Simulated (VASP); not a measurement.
# TaSi5 (Cm) in VASP: notebook

Runs on TaSi5. Level: PBE. Tasks: relaxation of cell and atoms, single point.

Program: VASP 6.6.1. These are calculated values, not measurements. Logs are shortened: lines on timing, memory, paths and dates and some standing lists are left out, and cuts for length are marked.

## (1) The cell of the first run

It takes space group Cm (No. 8, monoclinic). Conventional cell: a = 4.758 Å, b = 7.833 Å, c = 4.893 Å, α = 90.00°, β = 97.10°, γ = 90.00°. Within 3.4 Å of Ta (site symmetry m) lie 12 Si at 2.59 to 2.96 Å. Within 3.4 Å of Si (site symmetry 1) lie 9 Si at 2.47 to 3.32 Å and 2 Ta at 2.67 to 2.94 Å. Si (site symmetry 1) has 8 Si at 2.47 to 3.13 Å and 3 Ta at 2.74 to 2.96 Å within 3.3 Å. Si (site symmetry m) has 10 Si at 2.57 to 3.32 Å and 2 Ta at 2.59 to 2.66 Å within 3.4 Å.

## (2) Relaxation of cell and atoms, PBE

The input, INCAR:

```
SYSTEM = TaSi5
PREC     = Accurate       ! precision mode
ENCUT    = 600            ! plane-wave cutoff, eV
EDIFF    = 1E-7           ! SCF threshold, eV
ISMEAR   = 0              ! smearing method
SIGMA    = 0.1            ! smearing width, eV
LREAL    = .FALSE.        ! projectors in reciprocal space
LASPH    = .TRUE.         ! aspherical terms in the spheres
NELM     = 80             ! most SCF steps
ALGO     = Normal         ! electronic algorithm
ISIF     = 3              ! what is computed and relaxed
LWAVE    = .FALSE.        ! write WAVECAR
LCHARG   = .FALSE.        ! write CHGCAR
GGA      = PE             ! functional
IBRION   = 2              ! ionic algorithm
NSW      = 90             ! ionic steps
EDIFFG   = -0.04          ! ionic threshold
```

The input, KPOINTS:

```
Automatic mesh
0
G
  4 4 4
  0 0 0
```

The input, POSCAR:

```
TaSi5
1.0
    2.3788702579     -3.9165086480      0.0000000000
    2.3788702579      3.9165086480      0.0000000000
   -0.6045098693      0.0000000000      4.8555745481
Ta Si
1 5
Direct
    0.9100354989      0.9100354989      0.0447605500
    0.7317839582      0.3424021272      0.7315067846
    0.6272948067      0.2928361789      0.2199007798
    0.2928361789      0.6272948067      0.2199007798
    0.3424021272      0.7317839582      0.7315067846
    0.1099656624      0.1099656624      0.5607883008
```

Potentials or basis: VASP PAW PBE potentials, release 64 (Ta_pv, Si).

Started as:

```bash
$ cat potpaw_PBE.64/Ta_pv/POTCAR potpaw_PBE.64/Si/POTCAR > POTCAR
$ mpirun -np 1 vasp_std > vasp.out
```

OUTCAR:

```text
SYSTEM = TaSi5
   PREC = Accurate
   ENCUT = 600
   EDIFF = 1E-7
   ISMEAR = 0
   LREAL = .FALSE.
   LASPH = .TRUE.
   NELM = 80
   ISIF = 3
   GGA = PE
   IBRION = 2
   NSW = 90
   EDIFFG = -0.04

 ion  position               nearest neighbor table
   1  0.910  0.910  0.045-   6 2.59   6 2.66   2 2.67   5 2.67   4 2.74   3 2.74   4 2.74   3 2.74
                             5 2.94   2 2.94   3 2.96   4 2.96
   2  0.732  0.342  0.732-   3 2.47   3 2.49   5 2.53   5 2.53   6 2.57   6 2.59   1 2.67   1 2.94
                             5 3.05   4 3.12
   3  0.627  0.293  0.220-   2 2.47   2 2.49   4 2.62   4 2.71   4 2.71   1 2.74   1 2.74   6 2.82
                             1 2.96   5 3.12   6 3.13
   4  0.293  0.627  0.220-   5 2.47   5 2.49   3 2.62   3 2.71   3 2.71   1 2.74   1 2.74   6 2.82
                             1 2.96   2 3.12   6 3.13
   5  0.342  0.732  0.732-   4 2.47   4 2.49   2 2.53   2 2.53   6 2.57   6 2.59   1 2.67   1 2.94
                             2 3.05   3 3.12
   6  0.110  0.110  0.561-   2 2.57   5 2.57   1 2.59   5 2.59   2 2.59   1 2.66   4 2.82   3 2.82
                             3 3.13   4 3.13

  LATTYP: Found a base centered monoclinic cell.
 ALAT       =     4.7577405158
 B/A-ratio  =     1.6463733720
 C/A-ratio  =     1.0284419685
 COS(beta)  =    -0.1235443397

  Lattice vectors:

 A1 = (   2.3788702579,  -3.9165086480,   0.0000000000)
 A2 = (   2.3788702579,   3.9165086480,   0.0000000000)
 A3 = (  -0.6045098693,   0.0000000000,   4.8555745481)

Analysis of symmetry for initial positions (statically):
=====================================================================
 Subroutine PRICEL returns:
 Original cell was already a primitive cell.

 Routine SETGRP: Setting up the symmetry group for a
 base centered monoclinic supercell.

 Subroutine GETGRP returns: Found  2 space group operations
 (whereof  2 operations were pure point group operations)
 out of a pool of  4 trial point group operations.

The static configuration has the point symmetry C_1h.

Analysis of symmetry for dynamics (positions and initial velocities):
=====================================================================
 Subroutine PRICEL returns:
 Original cell was already a primitive cell.

 Routine SETGRP: Setting up the symmetry group for a
 base centered monoclinic supercell.

 Subroutine GETGRP returns: Found  2 space group operations
 (whereof  2 operations were pure point group operations)
 out of a pool of  4 trial point group operations.

The dynamic configuration has the point symmetry C_1h.

 Subroutine INISYM returns: Found  2 space group operations
 (whereof  2 operations are pure point group operations),
 and found     1 'primitive' translations

----------------------------------------------------------------------------------------

                                     Primitive cell

  volume of cell :      90.4775

  direct lattice vectors                    reciprocal lattice vectors
     2.378870258 -3.916508648  0.000000000     0.210183804 -0.127664725  0.026167487
     2.378870258  3.916508648  0.000000000     0.210183804  0.127664725  0.026167487
    -0.604509869  0.000000000  4.855574548     0.000000000  0.000000000  0.205948851

  length of vectors
     4.582364422  4.582364422  4.893060022     0.247305986  0.247305986  0.205948851

  position of ions in fractional coordinates (direct lattice)
     0.910035499  0.910035499  0.044760550
     0.731783958  0.342402127  0.731506785
     0.627294807  0.292836179  0.219900780
     0.292836179  0.627294807  0.219900780
     0.342402127  0.731783958  0.731506785
     0.109965662  0.109965662  0.560788301

  ion indices of the primitive-cell ions
   primitive index   ion index
                 1           1
                 2           2
                 3           3
                 4           4
                 5           5
                 6           6

----------------------------------------------------------------------------------------

 KPOINTS: Automatic mesh

Automatic generation of k-mesh.
 Grid dimensions read from file:
 generate k-points for:    4    4    4

 Generating k-lattice:

  Cartesian coordinates                     Fractional coordinates (reciprocal lattice)
     0.052545951 -0.031916181  0.006541872     0.250000000 -0.000000000  0.000000000
     0.052545951  0.031916181  0.006541872    -0.000000000  0.250000000  0.000000000
     0.000000000  0.000000000  0.051487213     0.000000000  0.000000000  0.250000000

  Length of vectors
     0.061826497  0.061826497  0.051487213

  Shift w.r.t. Gamma in fractional coordinates (k-lattice)
     0.000000000  0.000000000  0.000000000

 Subroutine IBZKPT returns following result:
 ===========================================

 Found     24 irreducible k-points:

 Following reciprocal coordinates:
            Coordinates               Weight
  0.000000  0.000000  0.000000      1.000000
  0.250000  0.000000  0.000000      4.000000
  0.500000  0.000000  0.000000      2.000000
  0.250000  0.250000  0.000000      2.000000
  0.500000  0.250000  0.000000      4.000000
 -0.250000  0.250000  0.000000      2.000000
[... 16 lines left out ...]
 -0.250000  0.250000  0.500000      2.000000
  0.500000  0.500000  0.500000      1.000000
   k-points           NKPTS =     24   k-points in BZ     NKDIM =     24   number of bands    NBANDS=     19
   number of dos      NEDOS =    301   number of ions     NIONS =      6
   total plane-waves  NPLWV =  64000
   dimension x,y,z NGX =    40 NGY =   40 NGZ =   40
   dimension x,y,z NGXF=    80 NGYF=   80 NGZF=   80
   ions per type =               1   5
   NGX,Y,Z   is equivalent  to a cutoff of  14.51, 14.51, 13.59 a.u.
   NGXF,Y,Z  is equivalent  to a cutoff of  29.02, 29.02, 27.18 a.u.
 SYSTEM =  TaSi5
   PREC   = accura    normal or accurate (medium, high low for compatibility)
   ISTART =      0    job   : 0-new  1-cont  2-samecut
   ICHARG =      2    charge: 1-file 2-atom 10-const
   ISPIN  =      1    spin polarized calculation?
   LNONCOLLINEAR =      F non collinear calculations
   LSORBIT =      F    spin-orbit coupling
   LASPH  =      T    aspherical Exc in radial PAW
   ENCUT  =  600.0 eV  44.10 Ry    6.64 a.u.   9.15  9.15  9.77*2*pi/ulx,y,z
   NELM   =     80;   NELMIN=  2; NELMDL= -5     # of ELM steps
   EDIFF  = 0.1E-06   stopping-criterion for ELM
   LREAL  =      F    real-space projection
   EDIFFG = -.4E-01   stopping-criterion for IOM
   NSW    =     90    number of steps for IOM
   IBRION =      2    ionic relax: 0-MD 1-quasi-New 2-CG
   NFREE  =      1    steps in history (QN), initial steepest desc. (CG)
   ISIF   =      3    stress and relaxation
   ISYM   =      2    0-nonsym 1-usesym 2-fastsym
   POTIM  = 0.5000    time-step for ionic-motion
   TEBEG  =    0.0;   TEEND  =   0.0 temperature during run
   PSTRESS=    0.0 pullay stress
   NELECT =      31.0000    total number of electrons
   NUPDOWN=      -1.0000    fix difference up-down
   EMIN   =  10.00;   EMAX   =-10.00  energy-range for DOS
   EFERMI =   0.00;   METHOD = LEGACY
   ISMEAR =     0;   SIGMA  =   0.10  broadening in eV -4-tet -1-fermi 0-gaus
   EFERMI_NEDOS =   21; number of points for ismear=-14 and -15
   IALGO  =     38    algorithm
   IMIX   =      4    mixing-type and parameters
     AMIX     =   0.40;   BMIX     =  1.00
     AMIX_MAG =   1.60;   BMIX_MAG =  1.00
  volume/ion in A,a.u.               =      15.08       101.76
  Fermi-wavevector in a.u.,A,eV,Ry     =   1.145553  2.164782 17.854817  1.312292
  Thomas-Fermi vector in A             =   2.282241
   LORBIT       =      0    0 simple, 1 ext, 2 COOP (PROOUT), +10 PAW based schemes
   GGA     = PE    functional components
   LHFCALC =     F    Hartree Fock is set to
   AEXX    =    0.0000 exact exchange contribution
   IVDW    =     0    specifies the selected vdW correction
   LEPSILON=     F    determine dielectric tensor
   LRPA    =     F    only Hartree local field effects (RPA)
 conjugate gradient relaxation of ions
 non-spin polarized calculation
 Gauss-broadening in eV      SIGMA  =   0.10
  energy-cutoff  :      600.00
  volume of cell :       90.48
 maximum number of plane-waves:      3056
 NGX is ok and might be reduce to    40
   NGX = 19   NGY = 19   NGZ = 19

--------------------------------------- Ionic step        1  -------------------------------------------

 number of electron      31.0000000 magnetization

 Free energy of the ion-electron system (eV)
  ---------------------------------------------------
  ext. energy  EPLUGINS =         0.00000000
  ---------------------------------------------------
  free energy    TOTEN  =       -38.32683853 eV

  energy without entropy =      -38.31685519  energy(sigma->0) =      -38.32184686

------------------------ aborting loop because EDIFF is reached ----------------------------------------

  FORCE on cell =-STRESS in cart. coord.  units (eV):
  Direction    XX          YY          ZZ          XY          YZ          ZX
  --------------------------------------------------------------------------------------
  -------------------------------------------------------------------------------------
  Total       -0.5536057      1.4423308     -0.2830064      0.0000000      0.0000000     -0.0302242
  in kB       -9.8032638     25.5408298     -5.0114838      0.0000000      0.0000000     -0.5352116
  external PRESSURE =       3.5753608 kB  Pullay stress =       0.0000000 kB
[... 101 lines left out ...]
  FREE ENERGIE OF THE ION-ELECTRON SYSTEM (eV)
  ---------------------------------------------------
  free  energy   TOTEN  =       -38.3459526183 eV

  energy  without entropy=      -38.3374751622  energy(sigma->0) =      -38.34171389

[... ionic steps 4 to 7 ...]

--------------------------------------- Ionic step        8  -------------------------------------------

 number of electron      31.0000001 magnetization

------------------------ aborting loop because EDIFF is reached ----------------------------------------

  FORCE on cell =-STRESS in cart. coord.  units (eV):
  Direction    XX          YY          ZZ          XY          YZ          ZX
  --------------------------------------------------------------------------------------
  -------------------------------------------------------------------------------------
  Total       -0.0482345      0.1549328      0.1359164      0.0000000      0.0000000     -0.0368035
  in kB       -0.8539058      2.7428103      2.4061592      0.0000000      0.0000000     -0.6515406
  external PRESSURE =       1.4316879 kB  Pullay stress =       0.0000000 kB
[... 65 lines left out ...]
  energy  without entropy=      -38.3472041902  energy(sigma->0) =      -38.35213178

--------------------------------------- Ionic step       10  -------------------------------------------

 number of electron      31.0000001 magnetization

 Free energy of the ion-electron system (eV)
  ---------------------------------------------------
  ext. energy  EPLUGINS =         0.00000000
  ---------------------------------------------------
  free energy    TOTEN  =       -38.35815615 eV

  energy without entropy =      -38.34838075  energy(sigma->0) =      -38.35326845

 E-fermi :   8.9950     XC(G=0): -11.4050

 val. band max:        8.9939467227   @ k =   0.2500   0.0000   0.5000
 cond. band min:       8.9958784853   @ k =  -0.2500  -0.0000   0.2500
 fundamental gap:      0.0019317626
 Fermi energy:         8.9949681833

 k-point     1 :       0.0000    0.0000    0.0000
  band No.  band energies     occupation
      1     -25.1824      2.00000
      2     -25.1703      2.00000
      3     -25.1479      2.00000
      4      -4.5413      2.00000
      5       0.8873      2.00000
      6       1.8590      2.00000
[... 11 lines left out ...]
     18       9.2162      0.00176
     19      10.5823      0.00000
[... 537 lines left out ...]
  FREE ENERGIE OF THE ION-ELECTRON SYSTEM (eV)
  ---------------------------------------------------
  free  energy   TOTEN  =       -38.3581561544 eV

  energy  without entropy=      -38.3483807542  energy(sigma->0) =      -38.35326845

 reached required accuracy - stopping structural energy minimisation
```

It took 7.3 min on 1 thread of Intel Xeon 8259CL, shared host; peak memory 0.28 GiB.

Results:

| Item | Value |
| --- | --- |
| Free energy | -38.3582 eV |
| Relaxed volume | 15.10 Å³/atom |
| Relaxed cell | a = 4.609 Å, b = 4.609 Å, c = 4.892 Å, α = 93.40°, β = 93.40°, γ = 118.63° |
| Space group after relaxing (to 0.1 Å) | Cm (No. 8) |
| Energy gained by relaxing | 5.2 meV/atom |
| Ionic steps | 10 |
| Pressure after relaxing | 0.0 GPa |
| Largest force after relaxing | 0.040 eV/Å |
| Band gap on the k mesh | zero (an odd number of electrons rules out a gap without spin polarisation) |

Forces on the atoms (eV/Å):
```
Ta  -0.015  0.000  0.023
Si   0.025 -0.010 -0.022
Si   0.001  0.007  0.002
Si   0.001 -0.007  0.002
Si   0.025  0.010 -0.022
Si  -0.036  0.000  0.017
```

The path:
| step | energy change (eV) | largest force (eV/Å) | pressure (GPa) | volume (Å³) |
| --- | --- | --- | --- | --- |
| 1 | 0.0000 | 0.2603 | 0.36 | 90.48 |
| 2 | -0.0186 | 0.1484 | -0.32 | 90.91 |
| 3 | -0.0191 | 0.1361 | -0.42 | 90.99 |
| 4 | -0.0252 | 0.1051 | 0.10 | 90.57 |
| 5 | -0.0259 | 0.1151 | 0.34 | 90.38 |
| 6 | -0.0286 | 0.0711 | -0.13 | 90.66 |
| 7 | -0.0288 | 0.0817 | -0.29 | 90.77 |
| 8 | -0.0302 | 0.0938 | 0.14 | 90.50 |
| 9 | -0.0302 | 0.0955 | 0.18 | 90.48 |
| 10 | -0.0313 | 0.0399 | 0.03 | 90.58 |

Final structure:
```
Ta Si
1.0
     2.35203   -3.96329    0.00694
     2.35203    3.96329    0.00694
    -0.58339    0.00000    4.85696
Ta Si
1 5
Direct
  0.91266 0.91266 0.05130
  0.72543 0.35005 0.72907
  0.62345 0.28886 0.21812
  0.28886 0.62345 0.21812
  0.35005 0.72543 0.72907
  0.11386 0.11386 0.56268
```

Levels at points of the mesh, in eV from the Fermi level:
```csv
k point,band 12,band 13,band 14,band 15,band 16,band 17,band 18,band 19
"(0.00, 0.00, 0.00)",-2.66,-2.60,-2.10,-1.21,-0.34,-0.28,0.22,1.59
"(0.50, 0.00, 0.00)",-2.89,-1.70,-1.34,-0.54,1.04,1.42,1.73,2.48
"(0.50, 0.50, 0.00)",-3.06,-1.84,-1.57,-1.12,1.59,1.89,2.08,2.56
"(0.00, 0.00, 0.50)",-3.55,-3.20,-2.78,-1.60,-0.20,-0.18,0.45,1.36
"(0.50, 0.00, 0.50)",-1.37,-0.98,-0.63,0.57,0.85,1.77,2.05,2.24
"(0.50, 0.50, 0.50)",-1.16,-1.15,-0.63,0.33,1.05,2.15,2.32,2.64
```

Caveat: the k points lie up to 0.39 Å⁻¹ apart in the final cell, too coarse for converged energies and pressures of a metal; spin-orbit coupling is left out, which moves the levels of the heavy elements.

## (3) Single point, PBE

The input, INCAR:

```
SYSTEM = TaSi5
PREC = Accurate
ENCUT = 520
EDIFF = 1E-6
ISMEAR = 0
SIGMA = 0.1
LREAL = .FALSE.
LASPH = .TRUE.
NELM = 100
ALGO = Normal
ISIF = 2
LWAVE = .FALSE.
LCHARG = .FALSE.
GGA = PE
NBANDS = 24
```

The input, KPOINTS:

```
Automatic mesh
0
G
  10 10 8
  0 0 0
```

The input, POSCAR:

```
TaSi5
1.0
    2.4009676304     -3.8836633774     -0.0038788095
    2.4009676304      3.8836633774     -0.0038788095
   -0.5970674442      0.0000000000      4.8614346574
Ta Si
1 5
Direct
    0.9070996375      0.9070996375      0.0434902421
    0.7270663697      0.3411818700      0.7306360029
    0.6318695241      0.2961570069      0.2219390076
    0.2961570069      0.6318695241      0.2219390076
    0.3411818700      0.7270663697      0.7306360029
    0.1109438241      0.1109438241      0.5597237165
```

Potentials or basis: VASP PAW PBE potentials, release 64 (Ta_pv, Si).

Started as:

```bash
$ cat potpaw_PBE.64/Ta_pv/POTCAR potpaw_PBE.64/Si/POTCAR > POTCAR
$ mpirun -np 1 vasp_std > vasp.out
```

Run time: 6.4 min. Hardware: 1 thread of Intel Xeon 8259CL, shared host; peak memory 0.52 GiB.

It converged, with:

```
Free energy            : -38.2960 eV
Pressure               : 0.0 GPa
Largest force          : 0.011 eV/Å
Band gap on the k mesh : zero (an odd number of electrons rules out a gap without spin polarisation)
```

Forces on the atoms (eV/Å):
```
Ta   0.004  0.000 -0.004
Si  -0.005 -0.003 -0.003
Si  -0.001 -0.004  0.002
Si  -0.001  0.004  0.002
Si  -0.005  0.003 -0.003
Si   0.009  0.000  0.007
```

Levels at points of the mesh, in eV from the Fermi level:
| k point | band 13 | band 14 | band 15 | band 16 | band 17 | band 18 |
| --- | --- | --- | --- | --- | --- | --- |
| (0.00, 0.00, 0.00) | -2.87 | -2.26 | -1.37 | -0.33 | -0.17 | 0.02 |
| (0.50, 0.00, 0.00) | -1.75 | -1.58 | -0.68 | 0.73 | 1.19 | 1.51 |
| (0.50, 0.50, 0.00) | -2.16 | -1.86 | -1.20 | 1.34 | 1.80 | 2.10 |
| (0.00, 0.00, 0.50) | -3.30 | -2.83 | -1.57 | -0.33 | -0.26 | 0.25 |
| (0.50, 0.00, 0.50) | -1.26 | -0.78 | 0.17 | 0.67 | 1.64 | 1.90 |
| (0.50, 0.50, 0.50) | -1.18 | -0.87 | 0.09 | 0.95 | 2.00 | 2.21 |

Caveat: spin-orbit coupling is left out, which moves the levels of the heavy elements.
